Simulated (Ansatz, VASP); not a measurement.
**One calculation of Mo, two programs**

INCAR

```
AGGAC = 1.0
AGGAX = 1.0
ALDAC = 0.0
ALDAX = 1.0
ALGO = Normal
EDIFF = 1E-6
ENCUT = 520
GGA = B5
ISIF = 2
ISMEAR = -1
LASPH = True
LCHARG = True
LELF = True
LREAL = False
LVHAR = True
LWAVE = False
NBANDS = 13
NELM = 80
PREC = Accurate
SIGMA = 0.1
```

Contents of KPOINTS:

```
k-points
0
Gamma
  23 23 23
```

The input POSCAR:

```
Mo
1.0
   -1.5799947558      1.5799947558      1.5799947558
    1.5799947558     -1.5799947558      1.5799947558
    1.5799947558      1.5799947558     -1.5799947558
Mo
1
Direct
    0.0000000000      0.0000000000      0.0000000000
```

Input for Ansatz:

```yaml
crystal:
  lattice:
    - [-1.5799947559, 1.5799947559, 1.5799947559]
    - [1.5799947559, -1.5799947559, 1.5799947559]
    - [1.5799947559, 1.5799947559, -1.5799947559]
  atoms:
    - { symbol: Mo, position: [0.0, 0.0, 0.0] }
hamiltonian:
  xc: blyp
  pseudopotentials:
    kind: paw
    azcp:
      Mo: "pseudopotentials/Mo.paw.azcp"
basis:
  ecutwfc: 420
  fft_grid_basis: typed
kpoints:
  mp_grid: { grid: [23, 23, 23], shift: [0, 0, 0] }
magnetization:
  spin_polarized: false
scf:
  occupations: { method: fermi_dirac, width: 0.1 }
output:
  stress: true
```

Alike in both runs: task single point; functional BLYP; k mesh 23 × 23 × 23; occupations fermi-dirac, width 0.1 eV; no spin polarisation.

```csv
,VASP,Ansatz
version,VASP 6.6.1,Ansatz 0.2.0
potentials or method,"VASP PAW PBE potentials, release 64 (Mo_sv), cutoff 520 eV","plane waves (420 eV) with PAW, scalar-relativistic"
valence electrons in the cell,14,14
```

```csv
,VASP,Ansatz,Ansatz less VASP
pressure (GPa),11.0,10.0,-1.01
```

VASP's potentials were made for PBE, not for BLYP. The functional is the same, so the differences come from potentials, cutoffs and numerics.
